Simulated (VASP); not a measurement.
# ZrB (Fm-3m) in VASP: notebook

The runs below take ZrB through single point, with PBEsol.

All numbers are computed with VASP 6.6.1; they aren't measurements. Logs are shortened: lines on timing, memory, paths and dates and some standing lists are left out, and cuts for length are marked.

**1. The cell of the first run**

The structure is cubic, space group Fm-3m (No. 225). Conventional cell: a = 4.706 Å, b = 4.706 Å, c = 4.706 Å, α = 90.00°, β = 90.00°, γ = 90.00°. Within 3.1 Å of Zr (site symmetry m-3m) lie 6 B at 2.35 Å. B (site symmetry m-3m) has 6 Zr at 2.35 Å within 3.1 Å.

**2. Single point, PBEsol**

Input file INCAR:

```
SYSTEM = ZrB
PREC = Accurate
ENCUT = 520
EDIFF = 1E-6
ISMEAR = 0
SIGMA = 0.1
LREAL = .FALSE.
LASPH = .TRUE.
NELM = 100
ALGO = Normal
ISIF = 2
LWAVE = .FALSE.
LCHARG = .FALSE.
GGA = PS
NBANDS = 14
```

Input file KPOINTS:

```
Automatic mesh
0
G
  14 14 14
  0 0 0
```

Input file POSCAR:

```
ZrB
1.0
    0.0000000000      2.3532063455      2.3532063455
    2.3532063455      0.0000000000      2.3532063455
    2.3532063455      2.3532063455      0.0000000000
Zr B
1 1
Direct
    0.0000000000      0.0000000000      0.0000000000
    0.5000000000      0.5000000000      0.5000000000
```

Potentials or basis: VASP PAW PBE potentials, release 64 (Zr_sv, B).

Run with:

```bash
$ cat potpaw_PBE.64/Zr_sv/POTCAR potpaw_PBE.64/B/POTCAR > POTCAR
$ mpirun -np 1 vasp_std > vasp.out
```

OUTCAR:

```text
SYSTEM = ZrB
   PREC = Accurate
   ENCUT = 520
   EDIFF = 1E-6
   ISMEAR = 0
   LREAL = .FALSE.
   LASPH = .TRUE.
   NELM = 100
   ISIF = 2
   GGA = PS

 ion  position               nearest neighbor table
   1  0.000  0.000  0.000-   2 2.35   2 2.35   2 2.35   2 2.35   2 2.35   2 2.35
   2  0.500  0.500  0.500-   1 2.35   1 2.35   1 2.35   1 2.35   1 2.35   1 2.35

  LATTYP: Found a face centered cubic cell.
 ALAT       =     4.7064126910

  Lattice vectors:

 A1 = (   0.0000000000,   2.3532063455,   2.3532063455)
 A2 = (   2.3532063455,   0.0000000000,   2.3532063455)
 A3 = (   2.3532063455,   2.3532063455,   0.0000000000)

Analysis of symmetry for initial positions (statically):
=====================================================================
 Subroutine PRICEL returns:
 Original cell was already a primitive cell.

 Routine SETGRP: Setting up the symmetry group for a
 face centered cubic supercell.

 Subroutine GETGRP returns: Found 48 space group operations
 (whereof 48 operations were pure point group operations)
 out of a pool of 48 trial point group operations.

The static configuration has the point symmetry O_h .

Analysis of symmetry for dynamics (positions and initial velocities):
=====================================================================
 Subroutine PRICEL returns:
 Original cell was already a primitive cell.

 Routine SETGRP: Setting up the symmetry group for a
 face centered cubic supercell.

 Subroutine GETGRP returns: Found 48 space group operations
 (whereof 48 operations were pure point group operations)
 out of a pool of 48 trial point group operations.

The dynamic configuration has the point symmetry O_h .

 Subroutine INISYM returns: Found 48 space group operations
 (whereof 48 operations are pure point group operations),
 and found     1 'primitive' translations

----------------------------------------------------------------------------------------

                                     Primitive cell

  volume of cell :      26.0621

  direct lattice vectors                    reciprocal lattice vectors
     0.000000000  2.353206345  2.353206345    -0.212476055  0.212476055  0.212476055
     2.353206345  0.000000000  2.353206345     0.212476055 -0.212476055  0.212476055
     2.353206345  2.353206345  0.000000000     0.212476055  0.212476055 -0.212476055

  length of vectors
     3.327936329  3.327936329  3.327936329     0.368019322  0.368019322  0.368019322

  position of ions in fractional coordinates (direct lattice)
     0.000000000  0.000000000  0.000000000
     0.500000000  0.500000000  0.500000000

  ion indices of the primitive-cell ions
   primitive index   ion index
                 1           1
                 2           2

----------------------------------------------------------------------------------------

 KPOINTS: Automatic mesh

Automatic generation of k-mesh.
 Grid dimensions read from file:
 generate k-points for:   14   14   14

 Generating k-lattice:

  Cartesian coordinates                     Fractional coordinates (reciprocal lattice)
    -0.015176861  0.015176861  0.015176861     0.071428571  0.000000000  0.000000000
     0.015176861 -0.015176861  0.015176861     0.000000000  0.071428571  0.000000000
     0.015176861  0.015176861 -0.015176861     0.000000000  0.000000000  0.071428571

  Length of vectors
     0.026287094  0.026287094  0.026287094

  Shift w.r.t. Gamma in fractional coordinates (k-lattice)
     0.000000000  0.000000000  0.000000000

 Subroutine IBZKPT returns following result:
 ===========================================

 Found    104 irreducible k-points:

 Following reciprocal coordinates:
            Coordinates               Weight
  0.000000  0.000000  0.000000      1.000000
  0.071429  0.000000  0.000000      8.000000
  0.142857  0.000000  0.000000      8.000000
  0.214286  0.000000  0.000000      8.000000
  0.285714  0.000000  0.000000      8.000000
  0.357143  0.000000  0.000000      8.000000
[... 16 lines left out ...]
  0.214286  0.142857  0.000000     24.000000
  0.285714  0.142857  0.000000     24.000000
 [... further k-points ...]
   k-points           NKPTS =    104   k-points in BZ     NKDIM =    104   number of bands    NBANDS=     14
   number of dos      NEDOS =    301   number of ions     NIONS =      2
   total plane-waves  NPLWV =  21952
   dimension x,y,z NGX =    28 NGY =   28 NGZ =   28
   dimension x,y,z NGXF=    56 NGYF=   56 NGZF=   56
   ions per type =               1   1
   NGX,Y,Z   is equivalent  to a cutoff of  13.99, 13.99, 13.99 a.u.
   NGXF,Y,Z  is equivalent  to a cutoff of  27.97, 27.97, 27.97 a.u.
 SYSTEM =  ZrB
   PREC   = accura    normal or accurate (medium, high low for compatibility)
   ISTART =      0    job   : 0-new  1-cont  2-samecut
   ICHARG =      2    charge: 1-file 2-atom 10-const
   ISPIN  =      1    spin polarized calculation?
   LNONCOLLINEAR =      F non collinear calculations
   LSORBIT =      F    spin-orbit coupling
   LASPH  =      T    aspherical Exc in radial PAW
   ENCUT  =  520.0 eV  38.22 Ry    6.18 a.u.   6.19  6.19  6.19*2*pi/ulx,y,z
   NELM   =    100;   NELMIN=  2; NELMDL= -5     # of ELM steps
   EDIFF  = 0.1E-05   stopping-criterion for ELM
   LREAL  =      F    real-space projection
   EDIFFG = 0.1E-04   stopping-criterion for IOM
   NSW    =      0    number of steps for IOM
   IBRION =     -1    ionic relax: 0-MD 1-quasi-New 2-CG
   NFREE  =      0    steps in history (QN), initial steepest desc. (CG)
   ISIF   =      2    stress and relaxation
   ISYM   =      2    0-nonsym 1-usesym 2-fastsym
   POTIM  = 0.5000    time-step for ionic-motion
   TEBEG  =    0.0;   TEEND  =   0.0 temperature during run
   PSTRESS=    0.0 pullay stress
   NELECT =      15.0000    total number of electrons
   NUPDOWN=      -1.0000    fix difference up-down
   EMIN   =  10.00;   EMAX   =-10.00  energy-range for DOS
   EFERMI =   0.00;   METHOD = LEGACY
   ISMEAR =     0;   SIGMA  =   0.10  broadening in eV -4-tet -1-fermi 0-gaus
   EFERMI_NEDOS =   21; number of points for ismear=-14 and -15
   IALGO  =     38    algorithm
   IMIX   =      4    mixing-type and parameters
     AMIX     =   0.40;   BMIX     =  1.00
     AMIX_MAG =   1.60;   BMIX_MAG =  1.00
  volume/ion in A,a.u.               =      13.03        87.94
  Fermi-wavevector in a.u.,A,eV,Ry     =   1.361764  2.573361 25.230667  1.854402
  Thomas-Fermi vector in A             =   2.488312
   LORBIT       =      0    0 simple, 1 ext, 2 COOP (PROOUT), +10 PAW based schemes
   GGA     = PS    functional components
   LHFCALC =     F    Hartree Fock is set to
   AEXX    =    0.0000 exact exchange contribution
   IVDW    =     0    specifies the selected vdW correction
   LEPSILON=     F    determine dielectric tensor
   LRPA    =     F    only Hartree local field effects (RPA)
 non-spin polarized calculation
 Gauss-broadening in eV      SIGMA  =   0.10
  energy-cutoff  :      520.00
  volume of cell :       26.06
 maximum number of plane-waves:       725
 NGX is ok and might be reduce to    28
   NGX = 13   NGY = 13   NGZ = 13

 number of electron      15.0000000 magnetization

 Free energy of the ion-electron system (eV)
  ---------------------------------------------------
  ext. energy  EPLUGINS =         0.00000000
  ---------------------------------------------------
  free energy    TOTEN  =       -16.76256220 eV

  energy without entropy =      -16.75694740  energy(sigma->0) =      -16.75975480

 E-fermi :   8.5240     XC(G=0): -12.1592

 val. band max:        8.5224289182   @ k =   0.3571   0.1429   0.0000
 cond. band min:       8.5448232770   @ k =  -0.1429   0.1429   0.0000
 fundamental gap:      0.0223943587
 Fermi energy:         8.5240179390

 k-point     1 :       0.0000    0.0000    0.0000
  band No.  band energies     occupation
      1     -38.2769      2.00000
      2     -16.0737      2.00000
      3     -16.0737      2.00000
      4     -16.0737      2.00000
      5       0.2814      2.00000
      6      10.3923      0.00000
      7      10.3923      0.00000
      8      10.3923      0.00000
      9      12.1075      0.00000
     10      12.1075      0.00000
     11      12.2995      0.00000
     12      12.2995      0.00000
     13      12.2995      0.00000
     14      19.5352      0.00000

 k-point     2 :       0.0714    0.0000    0.0000
  band No.  band energies     occupation
      1     -38.2718      2.00000
      2     -16.1191      2.00000
      3     -16.0780      2.00000
      4     -16.0780      2.00000
      5       0.4159      2.00000
      6       9.9757      0.00000
      7      10.3176      0.00000
      8      10.3176      0.00000
      9      11.1903      0.00000
     10      11.1903      0.00000
     11      12.5071      0.00000
     12      13.5566      0.00000
     13      13.5566      0.00000
     14      19.8656      0.00000

 k-point     3 :       0.1429    0.0000    0.0000
  band No.  band energies     occupation
      1     -38.2575      2.00000
      2     -16.2445      2.00000
      3     -16.0900      2.00000
      4     -16.0900      2.00000
      5       0.8030      2.00000
      6       9.1083      0.00000
      7       9.6305      0.00000
      8       9.6305      0.00000
      9      11.1621      0.00000
     10      11.1621      0.00000
     11      12.8357      0.00000
     12      15.0520      0.00000
     13      15.0520      0.00000
     14      20.7475      0.00000
[... 324 lines left out ...]
 k-point    23 :       0.2143    0.1429    0.0000
  band No.  band energies     occupation
      1     -38.2356      2.00000
      2     -16.3453      2.00000
      3     -16.1573      2.00000
      4     -16.1477      2.00000
      5       1.3618      2.00000
      6       7.8341      2.00000
      7       8.9941      0.00000
      8       9.7273      0.00000
      9      10.2917      0.00000
     10      12.4750      0.00000
     11      14.0145      0.00000
     12      14.5645      0.00000
     13      17.1939      0.00000
     14      22.0164      0.00000

 k-point    24 :       0.2857    0.1429    0.0000
  band No.  band energies     occupation
      1     -38.2154      2.00000
      2     -16.5024      2.00000
      3     -16.1816      2.00000
      4     -16.1673      2.00000
      5       1.9310      2.00000
      6       7.1413      2.00000
      7       8.3335      1.99295
      8       9.1409      0.00000
      9      10.7900      0.00000
     10      12.9214      0.00000
     11      14.3324      0.00000
     12      15.8343      0.00000
     13      18.4450      0.00000
     14      21.9743      0.00000

 [... further k-points ...]

------------------------ aborting loop because EDIFF is reached ----------------------------------------

  FORCE on cell =-STRESS in cart. coord.  units (eV):
  Direction    XX          YY          ZZ          XY          YZ          ZX
  --------------------------------------------------------------------------------------
  -------------------------------------------------------------------------------------
  Total        3.2994258      3.2994258      3.2994258      0.0000000      0.0000000     -0.0000000
  in kB      202.8331427    202.8331427    202.8331427      0.0000000      0.0000000     -0.0000000
  external PRESSURE =     202.8331427 kB  Pullay stress =       0.0000000 kB

 VOLUME and BASIS-vectors are now :
 -----------------------------------------------------------------------------
  energy-cutoff  :      520.00
  volume of cell :       26.06
      direct lattice vectors                 reciprocal lattice vectors
     0.000000000  2.353206345  2.353206345    -0.212476055  0.212476055  0.212476055
     2.353206345  0.000000000  2.353206345     0.212476055 -0.212476055  0.212476055
     2.353206345  2.353206345  0.000000000     0.212476055  0.212476055 -0.212476055

 POSITION                                       TOTAL-FORCE (eV/Angst)
 -----------------------------------------------------------------------------------
      0.00000      0.00000      0.00000         0.000000      0.000000      0.000000
      2.35321      2.35321      2.35321        -0.000000     -0.000000     -0.000000
 -----------------------------------------------------------------------------------
    total drift:                               -0.000000      0.000000      0.000000

  FREE ENERGIE OF THE ION-ELECTRON SYSTEM (eV)
  ---------------------------------------------------
  free  energy   TOTEN  =       -16.7625621994 eV

  energy  without entropy=      -16.7569473987  energy(sigma->0) =      -16.75975480
```

It took 37 s on 1 thread of Intel Xeon 8259CL, shared host; peak memory 0.18 GiB.

What came out:

```yaml
Free_energy: -16.7626 eV
Pressure: 20.3 GPa
Band_gap_on_the_k_mesh: zero (an odd number of electrons rules out a gap without spin polarisation)
```

Levels at points of the mesh, in eV from the Fermi level:
| k point | band 6 | band 7 | band 8 | band 9 | band 10 | band 11 |
| --- | --- | --- | --- | --- | --- | --- |
| (0.00, 0.00, 0.00) | 1.87 | 1.87 | 1.87 | 3.58 | 3.58 | 3.78 |
| (0.50, 0.00, 0.00) | -3.68 | -1.33 | -1.33 | 5.56 | 5.56 | 7.08 |
| (0.50, 0.50, 0.00) | -1.06 | -0.41 | 2.46 | 2.46 | 5.29 | 6.66 |

Caveat: the cell stands under pressure; the PAW data sets were made with another functional, which shifts forces and pressure a little.

(Part 1 of 2 ends here.)
